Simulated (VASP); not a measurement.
# GaB (P4/mmm) in VASP: a series of runs, part 2 of 2

VASP 6.6.1. Earlier steps stand in the parts before.

## (3) Single point, r2SCAN

Contents of POSCAR:

```
GaB
1.0
    2.7182400000      0.0000000000      0.0000000000
    0.0000000000      2.7182400000      0.0000000000
    0.0000000000      0.0000000000      3.2362100000
Ga B
1 1
Direct
    0.5000000000      0.5000000000      0.5000000000
    0.0000000000      0.0000000000      0.0000000000
```

Contents of INCAR.step1:

```
SYSTEM = GaB
  PREC = Accurate
  ENCUT = 520
  ISMEAR = -1
  SIGMA = 0.05
  LREAL = .FALSE.
  LASPH = .TRUE.
  NELM = 80
  NBANDS = 15
  GGA = PE
  ALGO = Normal
  EDIFF = 1E-4
  LWAVE = .TRUE.
  LCHARG = .FALSE.
```

Contents of INCAR.step2:

```
SYSTEM = GaB
  PREC = Accurate
  ENCUT = 520
  EDIFF = 1E-7
  ISMEAR = -1
  SIGMA = 0.05
  LREAL = .FALSE.
  LASPH = .TRUE.
  NELM = 80
  ALGO = Normal
  ISIF = 2
  LWAVE = .FALSE.
  LCHARG = .TRUE.
  METAGGA = R2SCAN
  LMIXTAU = .TRUE.
  LELF = .TRUE.
  LVHAR = .TRUE.
  NBANDS = 15
  ISTART = 1
```

Contents of KPOINTS:

```
regular mesh
0
G
  7 7 6
  0 0 0
```

Potentials or basis: VASP PAW PBE potentials, release 64 (Ga_d, B).

Run with:

```sh
> cat potpaw_PBE.64/Ga_d/POTCAR potpaw_PBE.64/B/POTCAR > POTCAR
> cp INCAR.step1 INCAR
> mpirun -np 1 vasp_std > vasp.out
> cp INCAR.step2 INCAR
> mpirun -np 1 vasp_std > vasp.out
```

OUTCAR:

```text
SYSTEM = GaB
   PREC = Accurate
   ENCUT = 520
   EDIFF = 1E-7
   ISMEAR = -1
   LREAL = .FALSE.
   LASPH = .TRUE.
   NELM = 80
   ISIF = 2
   METAGGA = R2SCAN
   ISTART = 1

 ion  position               nearest neighbor table
   1  0.500  0.500  0.500-   2 2.51   2 2.51   2 2.51   2 2.51   2 2.51   2 2.51   2 2.51   2 2.51

   2  0.000  0.000  0.000-   1 2.51   1 2.51   1 2.51   1 2.51   1 2.51   1 2.51   1 2.51   1 2.51

  LATTYP: Found a simple tetragonal cell.
 ALAT       =     2.7182400000
 C/A-ratio  =     1.1905534463

  Lattice vectors:

 A1 = (   2.7182400000,   0.0000000000,   0.0000000000)
 A2 = (   0.0000000000,   2.7182400000,   0.0000000000)
 A3 = (   0.0000000000,   0.0000000000,   3.2362100000)

Analysis of symmetry for initial positions (statically):
=====================================================================
 Subroutine PRICEL returns:
 Original cell was already a primitive cell.

 Routine SETGRP: Setting up the symmetry group for a
 simple tetragonal supercell.

 Subroutine GETGRP returns: Found 16 space group operations
 (whereof 16 operations were pure point group operations)
 out of a pool of 16 trial point group operations.

The static configuration has the point symmetry D_4h.

Analysis of symmetry for dynamics (positions and initial velocities):
=====================================================================
 Subroutine PRICEL returns:
 Original cell was already a primitive cell.

 Routine SETGRP: Setting up the symmetry group for a
 simple tetragonal supercell.

 Subroutine GETGRP returns: Found 16 space group operations
 (whereof 16 operations were pure point group operations)
 out of a pool of 16 trial point group operations.

The dynamic configuration has the point symmetry D_4h.

 Subroutine INISYM returns: Found 16 space group operations
 (whereof 16 operations are pure point group operations),
 and found     1 'primitive' translations

[... 119 lines left out ...]
   METAGGA = R2SCAN    functional components
   LHFCALC =     F    Hartree Fock is set to
   AEXX    =    0.0000 exact exchange contribution
   IVDW    =     0    specifies the selected vdW correction
   LEPSILON=     F    determine dielectric tensor
   LRPA    =     F    only Hartree local field effects (RPA)
 non-spin polarized calculation
  energy-cutoff  :      520.00
  volume of cell :       23.91
 maximum number of plane-waves:       660
   NGX = 11   NGY = 11   NGZ = 13

 number of electron      16.0000024 magnetization

 Free energy of the ion-electron system (eV)
  ---------------------------------------------------
  ext. energy  EPLUGINS =         0.00000000
  ---------------------------------------------------
  free energy    TOTEN  =       -16.17063640 eV

  energy without entropy =      -16.16653691  energy(sigma->0) =      -16.16858665

 E-fermi :   6.9323     XC(G=0): -13.0627

 val. band max:        6.7932418694   @ k =   0.4286   0.2857   0.1667
 cond. band min:       6.9753474237   @ k =   0.4286   0.4286   0.1667
 fundamental gap:      0.1821055543
 Fermi energy:         6.9323437808

 k-point     1 :       0.0000    0.0000    0.0000
  band No.  band energies     occupation
      1      -9.0359      2.00000
      2      -8.8705      2.00000
      3      -8.5536      2.00000
      4      -8.5536      2.00000
      5      -8.5049      2.00000
      6      -7.2614      2.00000
      7       5.0698      2.00000
      8       8.9672      0.00000
      9       9.8478      0.00000
     10       9.8478      0.00000
     11      16.6074      0.00000
     12      16.7421      0.00000
     13      21.0778      0.00000
     14      22.3194      0.00000
[... 401 lines left out ...]
      2      -8.8848      2.00000
      3      -8.6524      2.00000
      4      -8.5611      2.00000
      5      -8.5083      2.00000
      6      -1.8398      2.00000
      7       1.0588      2.00000
      8       2.8954      2.00000
      9       5.9482      2.00000
     10      12.6806      0.00000
     11      17.0624      0.00000
     12      19.3366      0.00000
     13      20.3757      0.00000
     14      23.0424      0.00000
     15      25.6738      0.00000

 [... further k-points ...]

------------------------ aborting loop because EDIFF is reached ----------------------------------------

  FORCE on cell =-STRESS in cart. coord.  units (eV):
  Direction    XX          YY          ZZ          XY          YZ          ZX
  --------------------------------------------------------------------------------------
  -------------------------------------------------------------------------------------
  Total       -0.5569865     -0.5569865      0.2914830      0.0000000      0.0000000      0.0000000
  in kB      -37.3201142    -37.3201142     19.5304152      0.0000000      0.0000000      0.0000000
  external PRESSURE =     -18.3699378 kB  Pullay stress =       0.0000000 kB

 VOLUME and BASIS-vectors are now :
 -----------------------------------------------------------------------------
  energy-cutoff  :      520.00
  volume of cell :       23.91
      direct lattice vectors                 reciprocal lattice vectors
     2.718240000  0.000000000  0.000000000     0.367885102  0.000000000  0.000000000
     0.000000000  2.718240000  0.000000000     0.000000000  0.367885102  0.000000000
     0.000000000  0.000000000  3.236210000     0.000000000  0.000000000  0.309003433

 POSITION                                       TOTAL-FORCE (eV/Angst)
 -----------------------------------------------------------------------------------
      1.35912      1.35912      1.61810         0.000000      0.000000      0.000000
      0.00000      0.00000      0.00000         0.000000      0.000000      0.000000
 -----------------------------------------------------------------------------------
    total drift:                               -0.000000      0.000000      0.000000

  FREE ENERGIE OF THE ION-ELECTRON SYSTEM (eV)
  ---------------------------------------------------
  free  energy   TOTEN  =       -16.1706363959 eV

  energy  without entropy=      -16.1665369079  energy(sigma->0) =      -16.16858665
```

OUTCAR.step1:

```text
SYSTEM = GaB
   PREC = Accurate
   ENCUT = 520
   ISMEAR = -1
   LREAL = .FALSE.
   LASPH = .TRUE.
[... 654 lines left out ...]
      1.35912      1.35912      1.61810         0.000000      0.000000      0.000000
      0.00000      0.00000      0.00000         0.000000      0.000000      0.000000
 -----------------------------------------------------------------------------------
    total drift:                               -0.000000      0.000000      0.000000

  FREE ENERGIE OF THE ION-ELECTRON SYSTEM (eV)
  ---------------------------------------------------
  free  energy   TOTEN  =        -7.1440437747 eV

  energy  without entropy=       -7.1386064360  energy(sigma->0) =       -7.14132511
```

OSZICAR.step1:

```text
N       E                     dE             d eps       ncg     rms          rms(c)
DAV:   1     0.637198488592E+02    0.63720E+02   -0.76544E+03  1216   0.188E+03
DAV:   2    -0.329560292501E+01   -0.67015E+02   -0.62365E+02  1396   0.308E+02
DAV:   3    -0.733577387418E+01   -0.40402E+01   -0.40117E+01  1340   0.553E+01
DAV:   4    -0.737174539885E+01   -0.35972E-01   -0.35965E-01  1452   0.567E+00
DAV:   5    -0.737210244089E+01   -0.35704E-03   -0.35704E-03  1473   0.560E-01    0.207E+00
DAV:   6    -0.716457353531E+01    0.20753E+00   -0.20669E-01  1708   0.107E+01    0.873E-01
DAV:   7    -0.714733172993E+01    0.17242E-01   -0.29481E-02  1693   0.139E+00    0.396E-01
DAV:   8    -0.714417480734E+01    0.31569E-02   -0.37765E-03  1506   0.942E-01    0.698E-02
DAV:   9    -0.714404674816E+01    0.12806E-03   -0.45137E-04  1459   0.444E-01    0.178E-02
DAV:  10    -0.714404377467E+01    0.29735E-05   -0.16642E-05   782   0.530E-02
   1 F= -.71440438E+01 E0= -.71413251E+01  d E =-.543734E-02
```

Run time: 48 s. Hardware: 1 thread of Intel Xeon 8259CL, shared host; peak memory 0.14 GiB.

What came out:

```yaml
Free_energy: -16.1706 eV
Pressure: -1.8 GPa
Band_gap_on_the_k_mesh: zero (bands 8 and 9 overlap by 8.00 eV)
```

Stress tensor (GPa, compression positive):
```
-3.73  0.00  0.00
 0.00 -3.73  0.00
 0.00  0.00  1.95
```

Caveat: the PAW data sets were made with another functional, which shifts forces and pressure a little.
